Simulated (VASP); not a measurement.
Write the native input for VASP 6.6.1 that does the following.

```yaml
Task: single point
Functional: PBEsol
Potentials_or_basis: VASP PAW PBE potentials, release 64 (Pb_d, Te)
Cutoff: 520 eV
k_mesh: 6 × 6 × 6
Occupations: fermi-dirac, width 0.05 eV
Spin: no spin polarisation
Dipole_correction: no
Further_INCAR_settings: ALGO = Normal; EDIFF = 1e-06; NBANDS = 17
```

The structure of TePb lies in POSCAR:

```
TePb
1.0
    0.0646200000      3.2310000000      3.2310000000
    3.2310000000      0.0646200000      3.2310000000
    3.2956200000      3.2956200000      0.0000000000
Pb Te
1 1
Direct
    0.0000000000      0.0000000000      0.0000000000
    0.5000000000      0.5000000000      0.5000000000
```

The input as run:

INCAR

```
SYSTEM = TePb
  ALGO = Normal
  EDIFF = 1E-6
  ENCUT = 520
  GGA = PS
  ISIF = 2
  ISMEAR = -1
  LASPH = .True.
  LCHARG = .False.
  LREAL = .False.
  LWAVE = .False.
  NBANDS = 17
  NELM = 100
  PREC = Accurate
  SIGMA = 0.05
```

KPOINTS

```
k-points
0
Gamma
  6 6 6
  0 0 0
```

Potentials or basis: VASP PAW PBE potentials, release 64 (Pb_d, Te).

Command:

```sh
$ cat potpaw_PBE.64/Pb_d/POTCAR potpaw_PBE.64/Te/POTCAR > POTCAR
$ mpirun -np 1 vasp_std > vasp.out
```

Results of the run:

```
Pressure               : -0.4 GPa
Band gap on the k mesh : 0.46 eV, indirect (least direct gap 0.64 eV)
```

Caveat: the PAW data sets were made with another functional, which shifts forces and pressure a little; spin-orbit coupling is left out, which moves the levels of the heavy elements.

Run time: 48 s on 1 thread of Intel Xeon 6975P-C (shared host), peak memory 0.23 GiB.
